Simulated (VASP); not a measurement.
SiC:

```
Si C
1.0
     1.53890   -2.66750    0.00000
     1.53890    2.66750    0.00000
     0.00000    0.00000   15.12190
Si C
6 6
Cartesian
  1.5389 1.7750 12.9746
  1.5389 -1.7750 5.4136
  1.5389 -0.0037 7.9254
  1.5389 0.0037 0.3644
  1.5389 -1.7910 10.4529
  1.5389 1.7910 2.8919
  1.5389 0.0213 9.8338
  1.5389 -0.0213 2.2728
  1.5389 1.8139 14.8452
  1.5389 -1.8139 7.2842
  1.5389 -1.7552 12.3516
  1.5389 1.7552 4.7906
```

- Program: VASP 6.6.1
- Task: relaxation of cell and atoms
- Functional: LDA
- Potentials or basis: VASP PAW LDA potentials, release 64 (Si, C)
- Cutoff: 600 eV
- k mesh: 8 × 8 × 2
- Occupations: gaussian, width 0.1 eV
- Spin: no spin polarisation

At the start: pressure -4.1 GPa; volume 10.35 Å³/atom.

Task: Where does the relaxation end?

Result: Over 7 steps the energy falls by 8.1 meV/atom and the volume is 10.15 Å³/atom (-1.9 %); space group P6_3mc (No. 186, to 0.1 Å) before and after.

The path:
| step | energy change (eV) | largest force (eV/Å) | pressure (GPa) | volume (Å³) |
| --- | --- | --- | --- | --- |
| 1 | 0.0000 | 0.7132 | -4.08 | 124.15 |
| 2 | -0.0036 | 0.7830 | 4.74 | 119.48 |
| 3 | -0.0922 | 0.1506 | 0.13 | 121.72 |
| 4 | -0.0922 | 0.1548 | 0.22 | 121.68 |
| 5 | -0.0966 | 0.0654 | 0.11 | 121.73 |
| 6 | -0.0966 | 0.0649 | 0.11 | 121.73 |
| 7 | -0.0969 | 0.0465 | -0.11 | 121.85 |

Final structure:
```xyz
12
Lattice="1.5299 -2.6522 0.0000 1.5299 2.6522 0.0000 0.0000 0.0000 15.0147" Properties=species:S:1:pos:R:3 pbc="T T T"
Si    1.5299    1.7781   12.8782
Si    1.5299   -1.7781    5.3708
Si    1.5299   -0.0131    7.8752
Si    1.5299    0.0131    0.3678
Si    1.5299   -1.7639   10.3789
Si    1.5299    1.7639    2.8715
C     1.5299    0.0031    9.7566
C     1.5299   -0.0031    2.2492
C     1.5299    1.7827   14.7554
C     1.5299   -1.7827    7.2480
C     1.5299   -1.7589   12.2545
C     1.5299    1.7589    4.7471
```

Caveat: the relaxation stopped at a loose force limit of 0.05 eV/Å, so its end isn't a converged minimum.
